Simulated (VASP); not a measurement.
# Yb3SnC (Pm-3m) in VASP: single point with PBE

Aim: the single point of Yb3SnC with PBE.

All numbers are computed with VASP 6.6.1; they aren't measurements. Logs are shortened: lines on timing, memory, paths and dates and some standing lists are left out, and cuts for length are marked.

### 1 The cell of the first run

Symmetry: Pm-3m, No. 221, cubic system. The conventional cell has a = 6.031 Å, b = 6.031 Å, c = 6.031 Å, α = 90.00°, β = 90.00°, γ = 90.00°. Yb (site symmetry 4/mmm) has 2 Sn at 3.02 Å within 4.0 Å. Within 4.0 Å of Sn (site symmetry m-3m) lie 6 Yb at 3.02 Å. Within 5.6 Å of C (site symmetry m-3m) lie 12 Yb at 4.26 Å and 8 Sn at 5.22 Å.

### 2 Single point, PBE, collinear spin, ferromagnetic start

INCAR reads:

```
SYSTEM = Yb3SnC
ALGO     = Normal         ! electronic algorithm
EDIFF    = 1E-7           ! SCF threshold, eV
ENCUT    = 520            ! plane-wave cutoff, eV
GGA      = PE             ! functional
ISIF     = 2              ! what is computed and relaxed
ISMEAR   = -1             ! smearing method
ISPIN    = 2              ! spin polarisation
LASPH    = .True.         ! aspherical terms in the spheres
LCHARG   = .False.        ! write CHGCAR
LMAXMIX  = 6              ! l up to which the mixer works
LORBIT   = 11             ! projections on sites
LREAL    = .False.        ! projectors in reciprocal space
LWAVE    = .False.        ! write WAVECAR
MAGMOM   = 1 1 1 0 0      ! initial moments
NBANDS   = 57             ! bands
NELM     = 150            ! most SCF steps
PREC     = Accurate       ! precision mode
SIGMA    = 0.05           ! smearing width, eV
```

KPOINTS reads:

```
k-points
0
Gamma
  5 5 5
  0 0 0
```

POSCAR reads:

```
Yb3SnC
1.0
    6.0308538439      0.0000000000      0.0000000000
    0.0000000000      6.0308538439      0.0000000000
    0.0000000000      0.0000000000      6.0308538439
Yb Sn C
3 1 1
Direct
    0.5000000000      0.5000000000      0.0000000000
    0.5000000000      0.0000000000      0.5000000000
    0.0000000000      0.5000000000      0.5000000000
    0.5000000000      0.5000000000      0.5000000000
    0.0000000000      0.0000000000      0.0000000000
```

Potentials or basis: VASP PAW PBE potentials, release 64 (Yb, Sn_d, C).

On the command line:

```sh
$ cat potpaw_PBE.64/Yb/POTCAR potpaw_PBE.64/Sn_d/POTCAR potpaw_PBE.64/C/POTCAR > POTCAR
$ mpirun -np 1 vasp_std > vasp.out
```

OUTCAR:

```text
SYSTEM = Yb3SnC
   EDIFF = 1E-7
   ENCUT = 520
   GGA = PE
   ISIF = 2
   ISMEAR = -1
   ISPIN = 2
   LASPH = .True.
   LORBIT = 11
   LREAL = .False.
   NELM = 150
   PREC = Accurate

 ion  position               nearest neighbor table
   1  0.500  0.500  0.000-   4 3.02   4 3.02
   2  0.500  0.000  0.500-   4 3.02   4 3.02
   3  0.000  0.500  0.500-   4 3.02   4 3.02
   4  0.500  0.500  0.500-   1 3.02   2 3.02   3 3.02   1 3.02   2 3.02   3 3.02
   5  0.000  0.000  0.000-

  LATTYP: Found a simple cubic cell.
 ALAT       =     6.0308538439

  Lattice vectors:

 A1 = (   6.0308538439,   0.0000000000,   0.0000000000)
 A2 = (   0.0000000000,   6.0308538439,   0.0000000000)
 A3 = (   0.0000000000,   0.0000000000,   6.0308538439)

Analysis of symmetry for initial positions (statically):
=====================================================================
 Subroutine PRICEL returns:
 Original cell was already a primitive cell.

 Routine SETGRP: Setting up the symmetry group for a
 simple cubic supercell.

 Subroutine GETGRP returns: Found 48 space group operations
 (whereof 48 operations were pure point group operations)
 out of a pool of 48 trial point group operations.

The static configuration has the point symmetry O_h .

Analysis of symmetry for dynamics (positions and initial velocities):
=====================================================================
 Subroutine PRICEL returns:
 Original cell was already a primitive cell.

 Routine SETGRP: Setting up the symmetry group for a
 simple cubic supercell.

 Subroutine GETGRP returns: Found 48 space group operations
 (whereof 48 operations were pure point group operations)
 out of a pool of 48 trial point group operations.

The dynamic configuration has the point symmetry O_h .

Analysis of structural, dynamic, and magnetic symmetry:
=====================================================================
 Subroutine PRICEL returns:
 Original cell was already a primitive cell.

 Routine SETGRP: Setting up the symmetry group for a
 simple cubic supercell.

 Subroutine GETGRP returns: Found 48 space group operations
 (whereof 48 operations were pure point group operations)
 out of a pool of 48 trial point group operations.

The overall configuration has the point symmetry O_h .

 Subroutine INISYM returns: Found 48 space group operations
 (whereof 48 operations are pure point group operations),
 and found     1 'primitive' translations

----------------------------------------------------------------------------------------

                                     Primitive cell

  volume of cell :     219.3494

  direct lattice vectors                    reciprocal lattice vectors
     6.030853844  0.000000000  0.000000000     0.165814000  0.000000000  0.000000000
     0.000000000  6.030853844  0.000000000     0.000000000  0.165814000  0.000000000
     0.000000000  0.000000000  6.030853844     0.000000000  0.000000000  0.165814000

  length of vectors
     6.030853844  6.030853844  6.030853844     0.165814000  0.165814000  0.165814000

  position of ions in fractional coordinates (direct lattice)
     0.500000000  0.500000000  0.000000000
     0.500000000  0.000000000  0.500000000
     0.000000000  0.500000000  0.500000000
     0.500000000  0.500000000  0.500000000
     0.000000000  0.000000000  0.000000000

  ion indices of the primitive-cell ions
   primitive index   ion index
                 1           1
                 2           2
                 3           3
                 4           4
                 5           5

----------------------------------------------------------------------------------------

 KPOINTS: k-points

Automatic generation of k-mesh.
 Grid dimensions read from file:
 generate k-points for:    5    5    5

 Generating k-lattice:

  Cartesian coordinates                     Fractional coordinates (reciprocal lattice)
     0.033162800  0.000000000  0.000000000     0.200000000  0.000000000  0.000000000
     0.000000000  0.033162800  0.000000000     0.000000000  0.200000000  0.000000000
     0.000000000  0.000000000  0.033162800     0.000000000  0.000000000  0.200000000

  Length of vectors
     0.033162800  0.033162800  0.033162800

  Shift w.r.t. Gamma in fractional coordinates (k-lattice)
     0.000000000  0.000000000  0.000000000

 Subroutine IBZKPT returns following result:
 ===========================================

 Found     10 irreducible k-points:

 Following reciprocal coordinates:
            Coordinates               Weight
  0.000000  0.000000  0.000000      1.000000
  0.200000  0.000000  0.000000      6.000000
  0.400000  0.000000  0.000000      6.000000
  0.200000  0.200000  0.000000     12.000000
  0.400000  0.200000  0.000000     24.000000
  0.400000  0.400000  0.000000     12.000000
  0.200000  0.200000  0.200000      8.000000
  0.400000  0.200000  0.200000     24.000000
  0.400000  0.400000  0.200000     24.000000
  0.400000  0.400000  0.400000      8.000000
   k-points           NKPTS =     10   k-points in BZ     NKDIM =     10   number of bands    NBANDS=     57
   number of dos      NEDOS =    301   number of ions     NIONS =      5
   total plane-waves  NPLWV = 110592
   dimension x,y,z NGX =    48 NGY =   48 NGZ =   48
   dimension x,y,z NGXF=    96 NGYF=   96 NGZF=   96
   ions per type =               3   1   1
   NGX,Y,Z   is equivalent  to a cutoff of  13.23, 13.23, 13.23 a.u.
   NGXF,Y,Z  is equivalent  to a cutoff of  26.46, 26.46, 26.46 a.u.
 SYSTEM =  Yb3SnC
   PREC   = accura    normal or accurate (medium, high low for compatibility)
   ISTART =      0    job   : 0-new  1-cont  2-samecut
   ICHARG =      2    charge: 1-file 2-atom 10-const
   ISPIN  =      2    spin polarized calculation?
   LNONCOLLINEAR =      F non collinear calculations
   LSORBIT =      F    spin-orbit coupling
   LASPH  =      T    aspherical Exc in radial PAW
   ENCUT  =  520.0 eV  38.22 Ry    6.18 a.u.  11.21 11.21 11.21*2*pi/ulx,y,z
   NELM   =    150;   NELMIN=  2; NELMDL= -5     # of ELM steps
   EDIFF  = 0.1E-06   stopping-criterion for ELM
   LREAL  =      F    real-space projection
   EDIFFG = 0.1E-05   stopping-criterion for IOM
   NSW    =      0    number of steps for IOM
   IBRION =     -1    ionic relax: 0-MD 1-quasi-New 2-CG
   NFREE  =      0    steps in history (QN), initial steepest desc. (CG)
   ISIF   =      2    stress and relaxation
   ISYM   =      2    0-nonsym 1-usesym 2-fastsym
   POTIM  = 0.5000    time-step for ionic-motion
   TEBEG  =    0.0;   TEEND  =   0.0 temperature during run
   PSTRESS=    0.0 pullay stress
   NELECT =      90.0000    total number of electrons
   NUPDOWN=      -1.0000    fix difference up-down
   EMIN   =  10.00;   EMAX   =-10.00  energy-range for DOS
   EFERMI =   0.00;   METHOD = LEGACY
   ISMEAR =    -1;   SIGMA  =   0.05  broadening in eV -4-tet -1-fermi 0-gaus
   EFERMI_NEDOS =   21; number of points for ismear=-14 and -15
   IALGO  =     38    algorithm
   IMIX   =      4    mixing-type and parameters
     AMIX     =   0.40;   BMIX     =  1.00
     AMIX_MAG =   1.60;   BMIX_MAG =  1.00
  volume/ion in A,a.u.               =      43.87       296.05
  Fermi-wavevector in a.u.,A,eV,Ry     =   1.216495  2.298842 20.134707  1.479859
  Thomas-Fermi vector in A             =   2.351847
   LORBIT       =     11    0 simple, 1 ext, 2 COOP (PROOUT), +10 PAW based schemes
   GGA     = PE    functional components
   LHFCALC =     F    Hartree Fock is set to
   AEXX    =    0.0000 exact exchange contribution
   IVDW    =     0    specifies the selected vdW correction
   LEPSILON=     F    determine dielectric tensor
   LRPA    =     F    only Hartree local field effects (RPA)
 spin polarized calculation
  energy-cutoff  :      520.00
  volume of cell :      219.35
 maximum number of plane-waves:      5930
 NGX is ok and might be reduce to    48
   NGX = 23   NGY = 23   NGZ = 23

 number of electron      90.0000064 magnetization     -11.7003773

 number of electron      90.0000063 magnetization      -0.6419330

 number of electron      90.0000063 magnetization       2.0357084

 Free energy of the ion-electron system (eV)
  ---------------------------------------------------
  ext. energy  EPLUGINS =         0.00000000
  ---------------------------------------------------
  free energy    TOTEN  =       -17.45744776 eV

  energy without entropy =      -17.39245204  energy(sigma->0) =      -17.42494990

 E-fermi :   0.9758     XC(G=0):  -7.7000

 val. band max:        0.9728512483   @ k =   0.2000   0.2000   0.0000
 cond. band min:       0.9856101400   @ k =   0.2000   0.0000   0.0000
 fundamental gap:      0.0127588916
 Fermi energy:         0.9757989165

 spin component 1

 k-point     1 :       0.0000    0.0000    0.0000
  band No.  band energies     occupation
      1     -51.0555      1.00000
      2     -51.0535      1.00000
      3     -51.0535      1.00000
      4     -23.5191      1.00000
      5     -23.5191      1.00000
      6     -23.5191      1.00000
[... 49 lines left out ...]
     56       4.4446      0.00000
     57       4.4446      0.00000

 k-point     2 :       0.2000    0.0000    0.0000
  band No.  band energies     occupation
      1     -51.0554      1.00000
      2     -51.0537      1.00000
      3     -51.0535      1.00000
      4     -23.5174      1.00000
      5     -23.5174      1.00000
      6     -23.5173      1.00000
[... 49 lines left out ...]
     56       4.4107      0.00000
     57       4.4107      0.00000
[... 418 lines left out ...]
     56       3.7486      0.00000
     57       4.5119      0.00000

 k-point    10 :       0.4000    0.4000    0.4000
  band No.  band energies     occupation
      1     -51.0543      1.00000
      2     -51.0541      1.00000
      3     -51.0541      1.00000
      4     -23.5297      1.00000
      5     -23.5291      1.00000
      6     -23.5291      1.00000
[... 49 lines left out ...]
     56       3.4469      0.00000
     57       4.7628      0.00000
 Fermi energy:         0.9757989165

 spin component 2

 k-point     1 :       0.0000    0.0000    0.0000
  band No.  band energies     occupation
      1     -51.0436      1.00000
      2     -51.0416      1.00000
      3     -51.0416      1.00000
      4     -23.5198      1.00000
      5     -23.5198      1.00000
      6     -23.5198      1.00000
[... 49 lines left out ...]
     56       4.4562      0.00000
     57       4.4562      0.00000

 k-point     2 :       0.2000    0.0000    0.0000
  band No.  band energies     occupation
      1     -51.0435      1.00000
      2     -51.0418      1.00000
      3     -51.0416      1.00000
      4     -23.5182      1.00000
      5     -23.5182      1.00000
      6     -23.5182      1.00000
[... 49 lines left out ...]
     56       4.4488      0.00000
     57       4.4488      0.00000
[... 418 lines left out ...]
     56       4.0576      0.00000
     57       4.5564      0.00000

 k-point    10 :       0.4000    0.4000    0.4000
  band No.  band energies     occupation
      1     -51.0424      1.00000
      2     -51.0422      1.00000
      3     -51.0422      1.00000
      4     -23.5311      1.00000
      5     -23.5306      1.00000
      6     -23.5306      1.00000
[... 49 lines left out ...]
     56       3.9426      0.00000
     57       4.7578      0.00000

------------------------ aborting loop because EDIFF is reached ----------------------------------------

  FORCE on cell =-STRESS in cart. coord.  units (eV):
  Direction    XX          YY          ZZ          XY          YZ          ZX
  --------------------------------------------------------------------------------------
  -------------------------------------------------------------------------------------
  Total       -1.9130548     -1.9130548     -1.9130548     -0.0000000      0.0000000     -0.0000000
  in kB      -13.9733834    -13.9733834    -13.9733834     -0.0000000      0.0000000     -0.0000000
  external PRESSURE =     -13.9733834 kB  Pullay stress =       0.0000000 kB

 VOLUME and BASIS-vectors are now :
 -----------------------------------------------------------------------------
  energy-cutoff  :      520.00
  volume of cell :      219.35
      direct lattice vectors                 reciprocal lattice vectors
     6.030853844  0.000000000  0.000000000     0.165814000  0.000000000  0.000000000
     0.000000000  6.030853844  0.000000000     0.000000000  0.165814000  0.000000000
     0.000000000  0.000000000  6.030853844     0.000000000  0.000000000  0.165814000

 POSITION                                       TOTAL-FORCE (eV/Angst)
 -----------------------------------------------------------------------------------
      3.01543      3.01543      0.00000         0.000000      0.000000      0.000000
      3.01543      0.00000      3.01543         0.000000      0.000000      0.000000
      0.00000      3.01543      3.01543         0.000000      0.000000      0.000000
      3.01543      3.01543      3.01543         0.000000      0.000000      0.000000
      0.00000      0.00000      0.00000         0.000000      0.000000      0.000000
 -----------------------------------------------------------------------------------
    total drift:                                0.000000      0.000000     -0.000000

  FREE ENERGIE OF THE ION-ELECTRON SYSTEM (eV)
  ---------------------------------------------------
  free  energy   TOTEN  =       -17.4574477576 eV

  energy  without entropy=      -17.3924520405  energy(sigma->0) =      -17.42494990

 total charge

# of ion       s       p       d       f       tot
--------------------------------------------------
    1        2.160   5.999   0.193  13.714  22.065
    2        2.160   5.999   0.193  13.714  22.065
    3        2.160   5.999   0.193  13.714  22.065
    4        1.181   1.450   9.923   0.000  12.553
    5        0.996   1.024   0.000   0.000   2.021
--------------------------------------------------
tot          8.656  20.470  10.500  41.143  80.770

 magnetization (x)

# of ion       s       p       d       f       tot
--------------------------------------------------
    1       -0.010  -0.001  -0.001   0.038   0.026
    2       -0.010  -0.001  -0.001   0.038   0.026
    3       -0.010  -0.001  -0.001   0.038   0.026
    4       -0.010   0.027   0.000   0.000   0.018
    5        0.035   0.851   0.000   0.000   0.886
--------------------------------------------------
tot         -0.006   0.874  -0.002   0.115   0.980
```

It took 77 min on 1 thread of AMD EPYC 7R43 (Zen 3), shared host; peak memory 0.45 GiB.

What came out:

```
Free energy                                           : -17.4574 eV
Pressure                                              : -1.4 GPa
Band gap on the k mesh                                : zero (filled and empty bands overlap)
Net moment                                            : 2.04 μB per cell
Site moments                                          : Yb +0.03; Sn +0.02; C +0.89 μB
Valence electrons inside the program's atomic spheres : Yb 22.07; Sn 12.55; C 2.02
```

Caveat: spin-orbit coupling is left out, which moves the levels of the heavy elements; without U or exact exchange the open f shell lies at the Fermi level, which spoils levels, moments and volumes. The state reached can hang on the start; a lower one may exist.
